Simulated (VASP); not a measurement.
Write the native input for VASP 6.6.1 that does the following.

```yaml
Task: single point
Functional: PBEsol
Dispersion: D3(BJ)
Potentials_or_basis: VASP PAW PBE potentials, release 64 (K_sv)
Cutoff: 500 eV
k_mesh: 5 × 5 × 5
Occupations: fermi-dirac, width 0.05 eV
Spin: no spin polarisation
Dipole_correction: no
Further_INCAR_settings: ALGO = Normal; EDIFF = 1e-06; NBANDS = 10
```

The structure of K lies in POSCAR:

```
K
1.0
   -2.5427454150      2.5427454150      2.5427454150
    2.5427454150     -2.5427454150      2.5427454150
    2.5427454150      2.5427454150     -2.5427454150
K
1
Direct
    0.0000000000      0.0000000000      0.0000000000
```

One way to write it, as run:

INCAR

```
SYSTEM = K
ALGO = Normal
EDIFF = 1E-6
ENCUT = 500
GGA = PS
GGA_COMPAT = .False.
ISIF = 2
ISMEAR = -1
IVDW = 12
LASPH = .True.
LCHARG = .False.
LREAL = .False.
LWAVE = .False.
NBANDS = 10
NELM = 120
PREC = Accurate
SIGMA = 0.05
```

KPOINTS

```
k-points
0
Gamma
  5 5 5
  0 0 0
```

Potentials or basis: VASP PAW PBE potentials, release 64 (K_sv).

The run is started by

```sh
$ cat potpaw_PBE.64/K_sv/POTCAR > POTCAR
$ mpirun -np 1 vasp_std > vasp.out
```

It gave:

* Pressure: 0.0 GPa
* Dispersion energy per atom: -0.138 eV

Caveat: three body term missing; the PAW data sets were made with another functional, which shifts forces and pressure a little; pairwise dispersion overbinds metals, which lowers pressure and volume.

It used 9.8 s of CPU time on 1 thread of Intel Xeon 8259CL, on a shared host.
